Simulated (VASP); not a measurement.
Input of a VASP 6.6.1 run:

File POSCAR:

```
Pt
1.0
    2.8986988966      0.0000000000      0.0000000000
   -1.4493494483      2.5103468823      0.0000000000
    0.0000000000      0.0000000000      4.5525273000
Pt
2
Direct
    0.6666666667      0.3333333333      0.7500000000
    0.3333333333      0.6666666667      0.2500000000
```

File INCAR.step1:

```
  PREC = Accurate
  ENCUT = 520
  ISMEAR = 0
  SIGMA = 0.15
  LREAL = F
  LASPH = T
  NELM = 80
  NBANDS = 17
  GGA = PE
  ALGO = Normal
  EDIFF = 1E-4
  LWAVE = T
  LCHARG = F
```

File INCAR.step2:

```
  PREC = Accurate
  ENCUT = 520
  EDIFF = 1E-6
  ISMEAR = 0
  SIGMA = 0.15
  LREAL = F
  LASPH = T
  NELM = 80
  ALGO = Normal
  ISIF = 2
  LWAVE = F
  LCHARG = F
  METAGGA = R2SCAN
  LMIXTAU = T
  NBANDS = 17
  ISTART = 1
```

The input KPOINTS:

```
Automatic mesh
0
Gamma
  18 18 10
```

Potentials or basis: VASP PAW PBE potentials, release 64 (Pt).

Run with:

```console
$ cat potpaw_PBE.64/Pt/POTCAR > POTCAR
$ cp INCAR.step1 INCAR
$ mpirun -np 1 vasp_std > vasp.out
$ cp INCAR.step2 INCAR
$ mpirun -np 1 vasp_std > vasp.out
```

(1) Predict the pressure.

(2) Estimate the band gap on the k mesh.

Results:

(1) -14.8 GPa.

(2) zero (band 10 reaches 9.56 eV, above the bottom of band 11 at 8.46 eV).

Caveat: the cell differs from its parent crystal (strain +0.050 along x and y, -0.050 along z); the PAW data sets were made with another functional, which shifts forces and pressure a little; spin-orbit coupling is left out, which moves the levels of the heavy elements.
